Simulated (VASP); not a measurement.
# CoO (I4/mmm) in VASP: single point with PBE

Aim: the single point of CoO with PBE.

All numbers are computed with VASP 6.6.1; they aren't measurements. Logs are shortened: lines on timing, memory, paths and dates and some standing lists are left out, and cuts for length are marked.

## (1) The cell of the first run

It takes space group I4/mmm (No. 139, tetragonal). Conventional cell: a = 3.184 Å, b = 3.184 Å, c = 3.782 Å, α = 90.00°, β = 90.00°, γ = 90.00°. Within 2.5 Å of Co (site symmetry 4/mmm) lie 6 O at 1.89 to 2.25 Å. O (site symmetry 4/mmm) has 6 Co at 1.89 to 2.25 Å within 2.5 Å.

## (2) Single point, PBE, collinear spin, ferromagnetic start

INCAR

```
SYSTEM = CoO
PREC = Accurate ; ENCUT = 520
EDIFF = 1E-6 ; ISMEAR = 0
SIGMA = 0.15 ; LREAL = .FALSE.
LASPH = .TRUE. ; NELM = 150
ALGO = Normal ; ISIF = 2
LWAVE = .FALSE. ; LCHARG = .FALSE.
ISPIN = 2 ; MAGMOM = 2.7 0.34
LORBIT = 11 ; LMAXMIX = 4
GGA = PE ; NBANDS = 18
```

KPOINTS

```
Automatic mesh
0
G
  24 24 24
  0 0 0
```

POSCAR

```
CoO
1.0
   -1.5919462869      1.5919462869      1.8908714463
    1.5919462869     -1.5919462869      1.8908714463
    1.5919462869      1.5919462869     -1.8908714463
Co O
1 1
Direct
    0.0000000000      0.0000000000      0.0000000000
    0.5000000000      0.5000000000      0.0000000000
```

Potentials or basis: VASP PAW PBE potentials, release 64 (Co, O).

Command:

```bash
$ cat potpaw_PBE.64/Co/POTCAR potpaw_PBE.64/O/POTCAR > POTCAR
$ mpirun -np 1 vasp_std > vasp.out
```

OUTCAR:

```text
SYSTEM = CoO
   PREC = Accurate
   ENCUT = 520
   EDIFF = 1E-6
   ISMEAR = 0
   LREAL = .FALSE.
   LASPH = .TRUE.
   NELM = 150
   ISIF = 2
   ISPIN = 2
   LORBIT = 11
   GGA = PE

 ion  position               nearest neighbor table
   1  0.000  0.000  0.000-   2 1.89   2 1.89   2 2.25   2 2.25   2 2.25   2 2.25
   2  0.500  0.500  0.000-   1 1.89   1 1.89   1 2.25   1 2.25   1 2.25   1 2.25

  LATTYP: Found a body centered tetragonal cell.
 ALAT       =     3.1838925738
 C/A-ratio  =     1.1877733953

  Lattice vectors:

 A1 = (  -1.5919462869,   1.5919462869,   1.8908714463)
 A2 = (   1.5919462869,  -1.5919462869,   1.8908714463)
 A3 = (   1.5919462869,   1.5919462869,  -1.8908714463)

Analysis of symmetry for initial positions (statically):
=====================================================================
 Subroutine PRICEL returns:
 Original cell was already a primitive cell.

 Routine SETGRP: Setting up the symmetry group for a
 body centered tetragonal supercell.

 Subroutine GETGRP returns: Found 16 space group operations
 (whereof 16 operations were pure point group operations)
 out of a pool of 16 trial point group operations.

The static configuration has the point symmetry D_4h.

Analysis of symmetry for dynamics (positions and initial velocities):
=====================================================================
 Subroutine PRICEL returns:
 Original cell was already a primitive cell.

 Routine SETGRP: Setting up the symmetry group for a
 body centered tetragonal supercell.

 Subroutine GETGRP returns: Found 16 space group operations
 (whereof 16 operations were pure point group operations)
 out of a pool of 16 trial point group operations.

The dynamic configuration has the point symmetry D_4h.

Analysis of structural, dynamic, and magnetic symmetry:
=====================================================================
 Subroutine PRICEL returns:
 Original cell was already a primitive cell.

 Routine SETGRP: Setting up the symmetry group for a
 body centered tetragonal supercell.

 Subroutine GETGRP returns: Found 16 space group operations
 (whereof 16 operations were pure point group operations)
 out of a pool of 16 trial point group operations.

The overall configuration has the point symmetry D_4h.

 Subroutine INISYM returns: Found 16 space group operations
 (whereof 16 operations are pure point group operations),
 and found     1 'primitive' translations

----------------------------------------------------------------------------------------

                                     Primitive cell

  volume of cell :      19.1681

  direct lattice vectors                    reciprocal lattice vectors
    -1.591946287  1.591946287  1.890871446     0.000000000  0.314080949  0.264428341
     1.591946287 -1.591946287  1.890871446     0.314080949  0.000000000  0.264428341
     1.591946287  1.591946287 -1.890871446     0.314080949  0.314080949  0.000000000

  length of vectors
     2.940064759  2.940064759  2.940064759     0.410571784  0.410571784  0.444177537

  position of ions in fractional coordinates (direct lattice)
     0.000000000  0.000000000  0.000000000
     0.500000000  0.500000000  0.000000000

  ion indices of the primitive-cell ions
   primitive index   ion index
                 1           1
                 2           2

----------------------------------------------------------------------------------------

 KPOINTS: Automatic mesh

Automatic generation of k-mesh.
 Grid dimensions read from file:
 generate k-points for:   24   24   24

 Generating k-lattice:

  Cartesian coordinates                     Fractional coordinates (reciprocal lattice)
     0.000000000  0.013086706  0.011017848     0.041666667 -0.000000000  0.000000000
     0.013086706  0.000000000  0.011017848    -0.000000000  0.041666667  0.000000000
     0.013086706  0.013086706  0.000000000     0.000000000  0.000000000  0.041666667

  Length of vectors
     0.017107158  0.017107158  0.018507397

  Shift w.r.t. Gamma in fractional coordinates (k-lattice)
     0.000000000  0.000000000  0.000000000

 Subroutine IBZKPT returns following result:
 ===========================================

 Found   1063 irreducible k-points:

 Following reciprocal coordinates:
            Coordinates               Weight
  0.000000  0.000000  0.000000      1.000000
  0.041667  0.000000  0.000000      8.000000
  0.083333  0.000000 -0.000000      8.000000
  0.125000  0.000000  0.000000      8.000000
  0.166667  0.000000  0.000000      8.000000
  0.208333  0.000000  0.000000      8.000000
[... 16 lines left out ...]
  0.416667  0.041667  0.000000     16.000000
  0.458333  0.041667  0.000000     16.000000
 [... further k-points ...]
   k-points           NKPTS =   1063   k-points in BZ     NKDIM =   1063   number of bands    NBANDS=     18
   number of dos      NEDOS =    301   number of ions     NIONS =      2
   total plane-waves  NPLWV =  13824
   dimension x,y,z NGX =    24 NGY =   24 NGZ =   24
   dimension x,y,z NGXF=    48 NGYF=   48 NGZF=   48
   ions per type =               1   1
   NGX,Y,Z   is equivalent  to a cutoff of  13.57, 13.57, 13.57 a.u.
   NGXF,Y,Z  is equivalent  to a cutoff of  27.14, 27.14, 27.14 a.u.
 SYSTEM =  CoO
   PREC   = accura    normal or accurate (medium, high low for compatibility)
   ISTART =      0    job   : 0-new  1-cont  2-samecut
   ICHARG =      2    charge: 1-file 2-atom 10-const
   ISPIN  =      2    spin polarized calculation?
   LNONCOLLINEAR =      F non collinear calculations
   LSORBIT =      F    spin-orbit coupling
   LASPH  =      T    aspherical Exc in radial PAW
   ENCUT  =  520.0 eV  38.22 Ry    6.18 a.u.   5.47  5.47  5.47*2*pi/ulx,y,z
   NELM   =    150;   NELMIN=  2; NELMDL= -5     # of ELM steps
   EDIFF  = 0.1E-05   stopping-criterion for ELM
   LREAL  =      F    real-space projection
   EDIFFG = 0.1E-04   stopping-criterion for IOM
   NSW    =      0    number of steps for IOM
   IBRION =     -1    ionic relax: 0-MD 1-quasi-New 2-CG
   NFREE  =      0    steps in history (QN), initial steepest desc. (CG)
   ISIF   =      2    stress and relaxation
   ISYM   =      2    0-nonsym 1-usesym 2-fastsym
   POTIM  = 0.5000    time-step for ionic-motion
   TEBEG  =    0.0;   TEEND  =   0.0 temperature during run
   PSTRESS=    0.0 pullay stress
   NELECT =      15.0000    total number of electrons
   NUPDOWN=      -1.0000    fix difference up-down
   EMIN   =  10.00;   EMAX   =-10.00  energy-range for DOS
   EFERMI =   0.00;   METHOD = LEGACY
   ISMEAR =     0;   SIGMA  =   0.15  broadening in eV -4-tet -1-fermi 0-gaus
   EFERMI_NEDOS =   21; number of points for ismear=-14 and -15
   IALGO  =     38    algorithm
   IMIX   =      4    mixing-type and parameters
     AMIX     =   0.40;   BMIX     =  1.00
     AMIX_MAG =   1.60;   BMIX_MAG =  1.00
  volume/ion in A,a.u.               =       9.58        64.68
  Fermi-wavevector in a.u.,A,eV,Ry     =   1.508617  2.850873 30.965840  2.275925
  Thomas-Fermi vector in A             =   2.619048
   LORBIT       =     11    0 simple, 1 ext, 2 COOP (PROOUT), +10 PAW based schemes
   GGA     = PE    functional components
   LHFCALC =     F    Hartree Fock is set to
   AEXX    =    0.0000 exact exchange contribution
   IVDW    =     0    specifies the selected vdW correction
   LEPSILON=     F    determine dielectric tensor
   LRPA    =     F    only Hartree local field effects (RPA)
 spin polarized calculation
 Gauss-broadening in eV      SIGMA  =   0.15
  energy-cutoff  :      520.00
  volume of cell :       19.17
 maximum number of plane-waves:       531
 NGX is ok and might be reduce to    24
   NGX = 11   NGY = 11   NGZ = 11

 number of electron      15.0000002 magnetization       2.7398157

 Free energy of the ion-electron system (eV)
  ---------------------------------------------------
  ext. energy  EPLUGINS =         0.00000000
  ---------------------------------------------------
  free energy    TOTEN  =       -12.98917946 eV

  energy without entropy =      -12.96169280  energy(sigma->0) =      -12.97543613

 E-fermi :   8.1737     XC(G=0): -12.4128

 val. band max:        8.1733147690   @ k =  -0.4167   0.1667  -0.0000
 cond. band min:       8.1737899212   @ k =  -0.4583   0.4583   0.4167
 fundamental gap:      0.0004751522
 Fermi energy:         8.1736704836

 spin component 1

 k-point     1 :       0.0000    0.0000    0.0000
  band No.  band energies     occupation
      1     -12.5498      1.00000
      2       4.2458      1.00000
      3       4.6194      1.00000
      4       4.6859      1.00000
      5       4.6860      1.00000
      6       4.7891      1.00000
[... 10 lines left out ...]
     17      29.8889      0.00000
     18      34.5921      0.00000
[... 463 lines left out ...]
 k-point    24 :       0.4583    0.0417    0.0000
  band No.  band energies     occupation
      1     -11.2473      1.00000
      2      -0.4164      1.00000
      3       1.4778      1.00000
      4       1.9496      1.00000
      5       5.7411      1.00000
      6       6.0058      1.00000
[... 10 lines left out ...]
     17      34.4746      0.00000
     18      36.6425      0.00000

 [... further k-points ...]

 spin component 2

 k-point     1 :       0.0000    0.0000    0.0000
  band No.  band energies     occupation
      1     -12.0632      1.00000
      2       4.6232      1.00000
      3       5.4092      1.00000
      4       5.4092      1.00000
      5       6.7801      1.00000
      6       6.7804      1.00000
[... 10 lines left out ...]
     17      30.8244      0.00000
     18      35.5491      0.00000
[... 463 lines left out ...]
 k-point    24 :       0.4583    0.0417    0.0000
  band No.  band energies     occupation
      1     -10.7252      1.00000
      2       0.1414      1.00000
      3       2.6725      1.00000
      4       3.1713      1.00000
      5       7.6367      1.00000
      6       8.3638      0.03649
[... 10 lines left out ...]
     17      34.8742      0.00000
     18      37.0242      0.00000

 [... further k-points ...]

------------------------ aborting loop because EDIFF is reached ----------------------------------------

  FORCE on cell =-STRESS in cart. coord.  units (eV):
  Direction    XX          YY          ZZ          XY          YZ          ZX
  --------------------------------------------------------------------------------------
  -------------------------------------------------------------------------------------
  Total        0.2141311      0.2141311      2.4546685      0.0000000     -0.0000000      0.0000000
  in kB       17.8982869     17.8982869    205.1750845      0.0000000     -0.0000000      0.0000000
  external PRESSURE =      80.3238861 kB  Pullay stress =       0.0000000 kB

 VOLUME and BASIS-vectors are now :
 -----------------------------------------------------------------------------
  energy-cutoff  :      520.00
  volume of cell :       19.17
      direct lattice vectors                 reciprocal lattice vectors
    -1.591946287  1.591946287  1.890871446     0.000000000  0.314080949  0.264428341
     1.591946287 -1.591946287  1.890871446     0.314080949  0.000000000  0.264428341
     1.591946287  1.591946287 -1.890871446     0.314080949  0.314080949  0.000000000

 POSITION                                       TOTAL-FORCE (eV/Angst)
 -----------------------------------------------------------------------------------
      0.00000      0.00000      0.00000        -0.000000     -0.000000      0.000000
      0.00000      0.00000      1.89087         0.000000      0.000000      0.000000
 -----------------------------------------------------------------------------------
    total drift:                               -0.000000      0.000000     -0.000000

  FREE ENERGIE OF THE ION-ELECTRON SYSTEM (eV)
  ---------------------------------------------------
  free  energy   TOTEN  =       -12.9891794627 eV

  energy  without entropy=      -12.9616927972  energy(sigma->0) =      -12.97543613

 total charge

# of ion       s       p       d       tot
------------------------------------------
    1        0.330   0.410   7.209   7.949
    2        1.562   3.443   0.000   5.004
--------------------------------------------------
tot          1.892   3.852   7.209  12.953

 magnetization (x)

# of ion       s       p       d       tot
------------------------------------------
    1        0.031   0.016   2.354   2.401
    2        0.025   0.259   0.000   0.284
--------------------------------------------------
tot          0.056   0.275   2.354   2.685
```

It took 6.7 min on 1 thread of AMD EPYC 9R45 (Zen 5), shared host; peak memory 0.58 GiB.

What came out:

* Free energy: -12.9892 eV
* Pressure: 8.0 GPa
* Net moment: 2.74 μB per cell
* Site moments: Co +2.40; O +0.28 μB
* Valence electrons inside the program's atomic spheres: Co 7.95; O 5.00

Caveat: the stress differs along the axes, from 2 to 21 GPa; a cell with one magnetic atom can't hold antiferromagnetic order, which such compounds often take; semilocal functionals often make such compounds metallic where correlation or magnetic order opens a gap, which also shifts bond lengths.
